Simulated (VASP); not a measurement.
Write the native input for VASP 6.6.1 that does the following.

```
Task                   : relaxation of cell and atoms
Functional             : LDA
Potentials or basis    : VASP PAW LDA potentials, release 64 (Ti_sv, O)
Cutoff                 : 600 eV
k mesh                 : 6 × 6 × 10
Occupations            : gaussian, width 0.02 eV
Spin                   : no spin polarisation
Dipole correction      : no
Further INCAR settings : ALGO = Normal; EDIFF = 1e-07; IBRION = 2; EDIFFG = -0.005; NSW = 70; ISIF = 3
```

The structure of TiO2 lies in POSCAR:

```
TiO2
1.0
    4.6432750034      0.0000000000      0.0000000000
    0.0000000000      4.6432750034      0.0000000000
    0.0000000000      0.0000000000      2.9638820297
Ti O
2 4
Direct
    0.0000000000      0.0000000000      0.0000000000
    0.5000000000      0.5000000000      0.5000000000
    0.3051282522      0.3051282522      0.0000000000
    0.1948717478      0.8051282522      0.5000000000
    0.6948717478      0.6948717478      0.0000000000
    0.8051282522      0.1948717478      0.5000000000
```

The input as run:

INCAR

```
  PREC = Accurate
  ENCUT = 600
  EDIFF = 1E-7
  ISMEAR = 0
  SIGMA = 0.02
  LREAL = False
  LASPH = True
  NELM = 120
  ALGO = Normal
  ISIF = 3
  LWAVE = False
  LCHARG = False
  GGA = CA
  IBRION = 2
  NSW = 70
  EDIFFG = -0.005
  GGA_COMPAT = False
  NELMIN = 4
```

KPOINTS

```
regular mesh
0
Gamma
  6 6 10
```

Potentials or basis: VASP PAW LDA potentials, release 64 (Ti_sv, O).

Command:

```console
$ cat potpaw_LDA.64/Ti_sv/POTCAR potpaw_LDA.64/O/POTCAR > POTCAR
$ mpirun -np 1 vasp_std > vasp.out
```

It gave:

```yaml
Relaxed_volume: 10.09 Å³/atom
Relaxed_cell: a = 4.552 Å, b = 4.552 Å, c = 2.922 Å, α = 90.00°, β = 90.00°, γ = 90.00°
Space_group_after_relaxing_to_0.1_Å: P4_2/mnm (No. 136)
Energy_gained_by_relaxing: 21.5 meV/atom
Ionic_steps: 9
Pressure_after_relaxing: 0.0 GPa
Largest_force_after_relaxing: 0.004 eV/Å
Band_gap_on_the_k_mesh: 1.82 eV
```

Run time: 19 min on 1 thread of Intel Xeon 8259CL, with other jobs on the host, peak memory 0.25 GiB.
